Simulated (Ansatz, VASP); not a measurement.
# Two plane-wave programs on Al3B2N

The input INCAR:

```
SYSTEM = Al3B2N
ALGO = Normal
EDIFF = 1E-7
ENCUT = 520
GGA = PE
ISIF = 2
ISMEAR = 0
ISPIN = 2
LASPH = .True.
LCHARG = .True.
LELF = .True.
LORBIT = 11
LREAL = .False.
LVHAR = .True.
LWAVE = .False.
MAGMOM = 0 0 0 0 0 1
NBANDS = 23
NELM = 150
PREC = Accurate
SIGMA = 0.1
```

File KPOINTS:

```
k-points
0
Gamma
  6 6 6
  0 0 0
```

Contents of POSCAR:

```
Al3B2N
1.0
    2.7311336773      1.5768207638      2.4918987891
   -2.7311336773      1.5768207638      2.4918987891
    0.0000000000     -3.1536415276      2.4918987891
Al B N
3 2 1
Direct
    0.0000000000      0.5000000000      0.0000000000
    0.5000000000      0.0000000000      0.0000000000
    0.0000000000      0.0000000000      0.5000000000
    0.6095205079      0.6095205079      0.6095205079
    0.3904794921      0.3904794921      0.3904794921
    0.0000000000      0.0000000000      0.0000000000
```

Input for Ansatz:

```yaml
crystal:
  lattice:
    - [2.7311336773, 1.5768207638, 2.4918987891]
    - [-2.7311336773, 1.5768207638, 2.4918987891]
    - [0.0, -3.1536415276, 2.4918987891]
  atoms:
    - { symbol: Al, position: [0.0, 0.5, 0.0] }
    - { symbol: Al, position: [0.5, 0.0, 0.0] }
    - { symbol: Al, position: [0.0, 0.0, 0.5] }
    - { symbol: B, position: [0.6095205079, 0.6095205079, 0.6095205079] }
    - { symbol: B, position: [0.3904794921, 0.3904794921, 0.3904794921] }
    - { symbol: "N", position: [0.0, 0.0, 0.0], spin: 1.0 }
basis:
  ecutwfc: 420
kpoints:
  mp_grid: { grid: [6, 6, 6] }
hamiltonian:
  xc: pbe
scf:
  occupations: { method: gaussian, width: 0.1 }
  lower_state_search: "off"
output:
  forces: true
  stress: true
  eigenvalues: true
  populations: true
magnetization:
  spin_polarized: true
```

Change from the starting cell: species swapped into the Tb2Al3Fe type (R-3m, No. 166).

Alike in both runs: task single point; functional PBE; k mesh 6 × 6 × 6; occupations gaussian, width 0.1 eV; collinear spin.

|  | VASP | Ansatz |
| --- | --- | --- |
| version | VASP 6.6.1 | Ansatz 0.2.0 |
| potentials or method | VASP PAW PBE potentials, release 64 (Al, B, N), cutoff 520 eV | scalar-relativistic, plane waves, PAW |
| valence electrons in the cell | 20 | 20 |

|  | VASP | Ansatz | Ansatz less VASP |
| --- | --- | --- | --- |
| gap on the k mesh at the Fermi level (eV) | none | none | - |
| pressure (GPa) | -0.1 | 0.0 | +0.07 |
| traceless stress, the component that is largest in VASP (GPa) | 0.07 | 0.01 | -0.061 |
| rms of the force components (eV/Å) | 0.008 | 0.005 | -0.0026 |
| net moment per atom (μB) | 0.00 | 0.00 | 0.000 |

Atom by atom the forces differ by 0.003 eV/Å (rms over components). A gap of «none» marks a metal or a gap that the smearing closes. Ansatz's warnings: seeded moment not kept.
